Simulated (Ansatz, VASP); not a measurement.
## One calculation of HgTe, two programs

File INCAR:

```
SYSTEM = HgTe
  PREC = Accurate
  ENCUT = 520
  EDIFF = 1E-6
  ISMEAR = 0
  SIGMA = 0.15
  LREAL = .False.
  LASPH = .True.
  NELM = 60
  ALGO = Normal
  ISIF = 2
  LWAVE = .False.
  LCHARG = .False.
  GGA = PS
  NBANDS = 16
```

KPOINTS

```
regular mesh
0
Gamma
  18 18 18
  0 0 0
```

File POSCAR:

```
HgTe
1.0
   -3.2892512400      3.2892512400      1.5594100000
    3.2892512400     -3.2892512400      1.5594100000
    3.2892512400      3.2892512400     -1.5594100000
Hg Te
1 1
Direct
    0.2500000000      0.7500000000      0.5000000000
    0.0000000000      0.0000000000      0.0000000000
```

Input for Ansatz:

```yaml
crystal:
  lattice:
    - [-3.28925124, 3.28925124, 1.55941]
    - [3.28925124, -3.28925124, 1.55941]
    - [3.28925124, 3.28925124, -1.55941]
  atoms:
    - { symbol: Hg, position: [0.25, 0.75, 0.5] }
    - { symbol: Te, position: [0.0, 0.0, 0.0] }
basis:
  ecutwfc: 420
kpoints:
  mp_grid: { grid: [18, 18, 18] }
hamiltonian:
  xc: pbesol
scf:
  occupations: { method: gaussian, width: 0.15 }
output:
  forces: true
  stress: true
  eigenvalues: true
```

Change from the starting cell: strain +0.080 along x and y, +0.000 along z, atoms carried along.

Alike in both runs: task single point; functional PBEsol; k mesh 18 × 18 × 18; occupations gaussian, width 0.15 eV; no spin polarisation.

|  | VASP | Ansatz |
| --- | --- | --- |
| version | VASP 6.6.1 | Ansatz 0.2.0 |
| potentials or method | VASP PAW PBE potentials, release 64 (Hg, Te), cutoff 520 eV | scalar-relativistic, plane waves, PAW |
| valence electrons in the cell | 18 | 36 |

Ansatz gave:

- gap on the k mesh at the Fermi level (eV): none
- pressure (GPa): -6.0
- traceless stress, the component that is largest in VASP (GPa): 1.09

Problem. What did VASP give for the same quantities?

Solution. gap on the k mesh at the Fermi level (eV): none; pressure (GPa): -6.0; traceless stress, the component that is largest in VASP (GPa): 1.12.

VASP's potentials were made for PBE, not for PBEsol. A gap of «none» marks a metal or a gap that the smearing closes. VASP's potentials hold 18 valence electrons a cell and Ansatz's 36, so a difference there can come from the potentials and not from the codes.

Neither program's run includes spin-orbit coupling.
